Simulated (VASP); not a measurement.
Runs of VASP 6.6.1 on HfO2. The structure is that of space group P-3m1 (No. 164), or close to it. The cells are those of the table. 

```tsv
task	cell	cutoff (eV)	k mesh for the DOS	occupations for the DOS	gap on the mesh (eV)	pressure (GPa)	relaxed volume (Å³/atom)
relaxation of shape and atoms at fixed volume	relaxed from a = 3.230, b = 3.230, c = 5.564 Å, angles 90.0, 90.0, 120.0°, 3 atoms	600	-	-	4.83	-0.2	(a)
relaxation of shape and atoms at fixed volume	relaxed from a = 3.233, b = 3.233, c = 5.357 Å, angles 90.0, 90.0, 120.0°, 3 atoms	600	-	-	4.80	-0.1	16.16
relaxation of shape and atoms at fixed volume	relaxed from a = 3.274, b = 3.274, c = 5.639 Å, angles 90.0, 90.0, 120.0°, 3 atoms	600	-	-	4.85	-0.2	17.45
single point	a = 3.253, b = 3.253, c = 6.160 Å, angles 90.0, 90.0, 120.0°, 3 atoms	520	-	-	4.81	(b)	-
```

Alike in all rows: level PBE; potentials or basis VASP PAW PBE potentials, release 64 (Hf_pv, O); no spin polarisation; k mesh 12 × 12 × 6; smearing gaussian 0.05 eV.

Problem. Estimate the missing entries.

Solution. (a) 16.76; (b) -1.9.

Caveats: spin-orbit coupling is left out, which moves the levels of the heavy elements.

A k mesh can miss the band edges, and the runs leave out spin-orbit coupling on Hf.
